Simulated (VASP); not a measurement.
Set up this calculation in VASP 6.6.1, as the native input.

```yaml
Task: single point
Functional: PBE
Potentials_or_basis: VASP PAW PBE potentials, release 64 (Ti_sv)
Cutoff: 520 eV
k_mesh: 18 × 18 × 18
Occupations: fermi-dirac, width 0.08 eV
Spin: no spin polarisation
Dipole_correction: no
k_mesh_for_the_DOS: 27 × 27 × 27
Occupations_for_the_DOS: tetrahedron
Further_INCAR_settings: ALGO = Normal; EDIFF = 1e-07
```

Ti:

```
CELL_PARAMETERS angstrom
0.00000 2.00060 2.00060
2.00060 0.00000 2.00060
2.00060 2.00060 0.00000
ATOMIC_POSITIONS crystal
Ti 0.00000 0.00000 0.00000
```

This isn't the form of Ti at room conditions, which is hcp.

These files were run (other wordings do the same):

POSCAR

```
Ti
1.0
    0.0000000000      2.0005975789      2.0005975789
    2.0005975789      0.0000000000      2.0005975789
    2.0005975789      2.0005975789      0.0000000000
Ti
1
Direct
    0.0000000000      0.0000000000      0.0000000000
```

INCAR.step1

```
SYSTEM = Ti
PREC = Accurate ; ENCUT = 520
EDIFF = 1E-7 ; ISMEAR = -1
SIGMA = 0.08 ; LREAL = .False.
LASPH = .True. ; NELM = 60
ALGO = Normal ; ISIF = 2
LWAVE = .False. ; LCHARG = .True.
LMAXMIX = 4 ; GGA = PE
NBANDS = 12
```

KPOINTS.step1

```
regular mesh
0
Gamma
  18 18 18
  0 0 0
```

INCAR.step2

```
SYSTEM = Ti
PREC = Accurate ; ENCUT = 520
EDIFF = 1E-7 ; ISMEAR = -5
SIGMA = 0.08 ; LREAL = .False.
LASPH = .True. ; NELM = 60
ALGO = Normal ; ISIF = 2
LWAVE = .False. ; LCHARG = .False.
LMAXMIX = 4 ; GGA = PE
LORBIT = 11 ; NEDOS = 2001
ICHARG = 11
```

KPOINTS.step2

```
regular mesh
0
Gamma
  27 27 27
  0 0 0
```

Potentials or basis: VASP PAW PBE potentials, release 64 (Ti_sv).

Launch:

```bash
$ cat potpaw_PBE.64/Ti_sv/POTCAR > POTCAR
$ cp INCAR.step1 INCAR
$ cp KPOINTS.step1 KPOINTS
$ mpirun -np 1 vasp_std > vasp.out
$ cp INCAR.step2 INCAR
$ cp KPOINTS.step2 KPOINTS
$ mpirun -np 1 vasp_std > vasp.out
```

Results of the run:

| Quantity | Value |
| --- | --- |
| Valence electrons inside the program's atomic spheres | Ti 10.36 |

It took 110 s on 1 thread of Intel Xeon 8259CL (shared host), peak memory 0.21 GiB.
